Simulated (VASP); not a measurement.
# CoBrO (Pmmn) in VASP: single point with PBEsol

Aim: the single point of CoBrO with PBEsol.

All numbers are computed with VASP 6.6.1; they aren't measurements. Logs are shortened: lines on timing, memory, paths and dates and some standing lists are left out, and cuts for length are marked.

## (1) The cell of the first run

The structure is orthorhombic, space group Pmmn (No. 59). The conventional cell has a = 3.396 Å, b = 3.688 Å, c = 8.305 Å, α = 90.00°, β = 90.00°, γ = 90.00°. Within 2.5 Å of Co (site symmetry mm2) lie 4 O at 1.90 to 2.19 Å and 2 Br at 2.48 Å. Within 2.5 Å of O (site symmetry mm2) lie 4 Co at 1.90 to 2.19 Å. Within 3.4 Å of Br (site symmetry mm2) lie 2 Co at 2.48 Å and 5 O at 3.18 to 3.38 Å and 2 Br at 3.40 Å.

## (2) Single point, PBEsol

File INCAR:

```
SYSTEM = CoBrO
PREC     = Accurate       ! precision mode
ENCUT    = 520            ! plane-wave cutoff, eV
EDIFF    = 1E-6           ! SCF threshold, eV
ISMEAR   = -1             ! smearing method
SIGMA    = 0.1            ! smearing width, eV
LREAL    = .False.        ! projectors in reciprocal space
LASPH    = .True.         ! aspherical terms in the spheres
NELM     = 100            ! most SCF steps
ALGO     = Normal         ! electronic algorithm
ISIF     = 2              ! what is computed and relaxed
LWAVE    = .False.        ! write WAVECAR
LCHARG   = .True.         ! write CHGCAR
GGA      = PS             ! functional
LELF     = .True.         ! ELF
LVHAR    = .True.       
NBANDS   = 31             ! bands
```

File KPOINTS:

```
regular mesh
0
Gamma
  5 5 2
  0 0 0
```

File POSCAR:

```
CoBrO
1.0
    3.6876610800      0.0000000000      0.0000000000
    0.0000000000      3.3955302700      0.0000000000
    0.0000000000      0.0000000000      8.3052698700
Co O Br
2 2 2
Direct
    0.2500000000      0.7500000000      0.1108000000
    0.7500000000      0.2500000000      0.8892000000
    0.2500000000      0.2500000000      0.9450000000
    0.7500000000      0.7500000000      0.0550000000
    0.2500000000      0.2500000000      0.3280000000
    0.7500000000      0.7500000000      0.6720000000
```

Potentials or basis: VASP PAW PBE potentials, release 64 (Co, O, Br).

Run with:

```console
> cat potpaw_PBE.64/Co/POTCAR potpaw_PBE.64/O/POTCAR potpaw_PBE.64/Br/POTCAR > POTCAR
> mpirun -np 1 vasp_std > vasp.out
```

OUTCAR:

```text
SYSTEM = CoBrO
   PREC = Accurate
   ENCUT = 520
   EDIFF = 1E-6
   ISMEAR = -1
   LREAL = .False.
   LASPH = .True.
   NELM = 100
   ISIF = 2
   GGA = PS

 ion  position               nearest neighbor table
   1  0.250  0.750  0.111-   4 1.90   4 1.90   3 2.19   3 2.19   5 2.48   5 2.48   2 3.11   2 3.11
                             2 3.11   2 3.11
   2  0.750  0.250  0.889-   3 1.90   3 1.90   4 2.19   4 2.19   6 2.48   6 2.48   1 3.11   1 3.11
                             1 3.11   1 3.11
   3  0.250  0.250  0.945-   2 1.90   2 1.90   1 2.19   1 2.19
   4  0.750  0.750  0.055-   1 1.90   1 1.90   2 2.19   2 2.19
   5  0.250  0.250  0.328-   1 2.48   1 2.48
   6  0.750  0.750  0.672-   2 2.48   2 2.48

  LATTYP: Found a simple orthorhombic cell.
 ALAT       =     3.3955302700
 B/A-ratio  =     1.0860339290
 C/A-ratio  =     2.4459419324

  Lattice vectors:

 A1 = (   0.0000000000,  -3.3955302700,   0.0000000000)
 A2 = (   3.6876610800,   0.0000000000,   0.0000000000)
 A3 = (   0.0000000000,   0.0000000000,   8.3052698700)

Analysis of symmetry for initial positions (statically):
=====================================================================
 Subroutine PRICEL returns:
 Original cell was already a primitive cell.

 Routine SETGRP: Setting up the symmetry group for a
 simple orthorhombic supercell.

 Subroutine GETGRP returns: Found  8 space group operations
 (whereof  2 operations were pure point group operations)
 out of a pool of  8 trial point group operations.

The static configuration has the point symmetry S_2 .
 The point group associated with its full space group is D_2h.

Analysis of symmetry for dynamics (positions and initial velocities):
=====================================================================
 Subroutine PRICEL returns:
 Original cell was already a primitive cell.

 Routine SETGRP: Setting up the symmetry group for a
 simple orthorhombic supercell.

 Subroutine GETGRP returns: Found  8 space group operations
 (whereof  2 operations were pure point group operations)
 out of a pool of  8 trial point group operations.

The dynamic configuration has the point symmetry S_2 .
 The point group associated with its full space group is D_2h.

 Subroutine INISYM returns: Found  8 space group operations
 (whereof  2 operations are pure point group operations),
[... 96 lines left out ...]
   NELM   =    100;   NELMIN=  2; NELMDL= -5     # of ELM steps
   EDIFF  = 0.1E-05   stopping-criterion for ELM
   LREAL  =      F    real-space projection
   EDIFFG = 0.1E-04   stopping-criterion for IOM
   NSW    =      0    number of steps for IOM
   IBRION =     -1    ionic relax: 0-MD 1-quasi-New 2-CG
   NFREE  =      0    steps in history (QN), initial steepest desc. (CG)
   ISIF   =      2    stress and relaxation
   ISYM   =      2    0-nonsym 1-usesym 2-fastsym
   POTIM  = 0.5000    time-step for ionic-motion
   TEBEG  =    0.0;   TEEND  =   0.0 temperature during run
   PSTRESS=    0.0 pullay stress
   NELECT =      44.0000    total number of electrons
   NUPDOWN=      -1.0000    fix difference up-down
   EMIN   =  10.00;   EMAX   =-10.00  energy-range for DOS
   EFERMI =   0.00;   METHOD = LEGACY
   ISMEAR =    -1;   SIGMA  =   0.10  broadening in eV -4-tet -1-fermi 0-gaus
   EFERMI_NEDOS =   21; number of points for ismear=-14 and -15
   IALGO  =     38    algorithm
   IMIX   =      4    mixing-type and parameters
     AMIX     =   0.40;   BMIX     =  1.00
     AMIX_MAG =   1.60;   BMIX_MAG =  1.00
  volume/ion in A,a.u.               =      17.33       116.97
  Fermi-wavevector in a.u.,A,eV,Ry     =   1.229009  2.322490 20.551087  1.510462
  Thomas-Fermi vector in A             =   2.363912
   LORBIT       =      0    0 simple, 1 ext, 2 COOP (PROOUT), +10 PAW based schemes
   GGA     = PS    functional components
   LHFCALC =     F    Hartree Fock is set to
   AEXX    =    0.0000 exact exchange contribution
   IVDW    =     0    specifies the selected vdW correction
   LEPSILON=     F    determine dielectric tensor
   LRPA    =     F    only Hartree local field effects (RPA)
 non-spin polarized calculation
  energy-cutoff  :      520.00
  volume of cell :      103.99
 maximum number of plane-waves:      2818
 NGX is ok and might be reduce to    28
   NGX = 13   NGY = 13   NGZ = 31

 number of electron      44.0000012 magnetization

 Free energy of the ion-electron system (eV)
  ---------------------------------------------------
  ext. energy  EPLUGINS =         0.00000000
  ---------------------------------------------------
  free energy    TOTEN  =       -32.78660508 eV

  energy without entropy =      -32.60282749  energy(sigma->0) =      -32.69471629

 E-fermi :   2.8441     XC(G=0):  -9.9645

 val. band max:        2.8435830494   @ k =   0.0000   0.4000   0.0000
 cond. band min:       2.8531906809   @ k =   0.0000   0.4000   0.0000
 fundamental gap:      0.0096076315
 Fermi energy:         2.8441058008

 k-point     1 :       0.0000    0.0000    0.0000
  band No.  band energies     occupation
      1     -16.1883      2.00000
      2     -14.8203      2.00000
      3     -12.3110      2.00000
      4     -12.0852      2.00000
      5      -2.9928      2.00000
      6      -2.2877      2.00000
[... 601 lines left out ...]
     30       9.9813      0.00000
     31      11.2378      0.00000

------------------------ aborting loop because EDIFF is reached ----------------------------------------

  FORCE on cell =-STRESS in cart. coord.  units (eV):
  Direction    XX          YY          ZZ          XY          YZ          ZX
  --------------------------------------------------------------------------------------
  -------------------------------------------------------------------------------------
  Total       -6.6124060     -9.6738384     -9.5756131      0.0000000      0.0000000      0.0000000
  in kB     -101.8726810   -149.0380138   -147.5247267      0.0000000      0.0000000      0.0000000
  external PRESSURE =    -132.8118072 kB  Pullay stress =       0.0000000 kB

 VOLUME and BASIS-vectors are now :
 -----------------------------------------------------------------------------
  energy-cutoff  :      520.00
  volume of cell :      103.99
      direct lattice vectors                 reciprocal lattice vectors
     3.687661080  0.000000000  0.000000000     0.271174595  0.000000000  0.000000000
     0.000000000  3.395530270  0.000000000     0.000000000  0.294504811  0.000000000
     0.000000000  0.000000000  8.305269870     0.000000000  0.000000000  0.120405479

 POSITION                                       TOTAL-FORCE (eV/Angst)
 -----------------------------------------------------------------------------------
      0.92192      2.54665      0.92022        -0.000000      0.000000     -0.498870
      2.76575      0.84888      7.38505        -0.000000      0.000000      0.498870
      0.92192      0.84888      7.84848         0.000000     -0.000000      0.731988
      2.76575      2.54665      0.45679         0.000000      0.000000     -0.731988
      0.92192      0.84888      2.72413         0.000000      0.000000     -1.411647
      2.76575      2.54665      5.58114         0.000000      0.000000      1.411647
 -----------------------------------------------------------------------------------
    total drift:                                0.000000      0.000000      0.000000

  FREE ENERGIE OF THE ION-ELECTRON SYSTEM (eV)
  ---------------------------------------------------
  free  energy   TOTEN  =       -32.7866050850 eV

  energy  without entropy=      -32.6028274915  energy(sigma->0) =      -32.69471629
```

It took 71 s on 1 thread of Intel Xeon Platinum 8375C at 2.90GHz (Ice Lake), shared host; peak memory 0.23 GiB.

Results:

| Item | Value |
| --- | --- |
| Free energy | -32.7866 eV |
| Pressure | -13.3 GPa |
| Largest force | 1.412 eV/Å |
| Band gap on the k mesh | zero (bands 22 and 23 overlap by 0.32 eV) |

Forces on the atoms (eV/Å):
```
Co   0.000  0.000 -0.499
Co   0.000  0.000  0.499
O    0.000  0.000  0.732
O    0.000  0.000 -0.732
Br   0.000  0.000 -1.412
Br   0.000  0.000  1.412
```

Levels at points of the mesh, in eV from the Fermi level:
| k point | band 19 | band 20 | band 21 | band 22 | band 23 | band 24 | band 25 | band 26 |
| --- | --- | --- | --- | --- | --- | --- | --- | --- |
| (0.00, 0.00, 0.00) | -0.89 | -0.86 | 0.14 | 0.15 | 0.31 | 0.63 | 0.75 | 0.76 |
| (0.00, 0.00, 0.50) | -0.89 | -0.85 | -0.01 | 0.03 | 0.29 | 0.48 | 0.90 | 0.93 |

Caveat: the k points lie up to 0.38 Å⁻¹ apart; the PAW data sets were made with another functional, which shifts forces and pressure a little; this functional lacks dispersion, which binds the layers, so the pressure and a relaxed spacing across them are unreliable; the run has no spin polarisation, though such a crystal can be magnetic; semilocal functionals often make such compounds metallic where correlation or magnetic order opens a gap, which also shifts bond lengths.
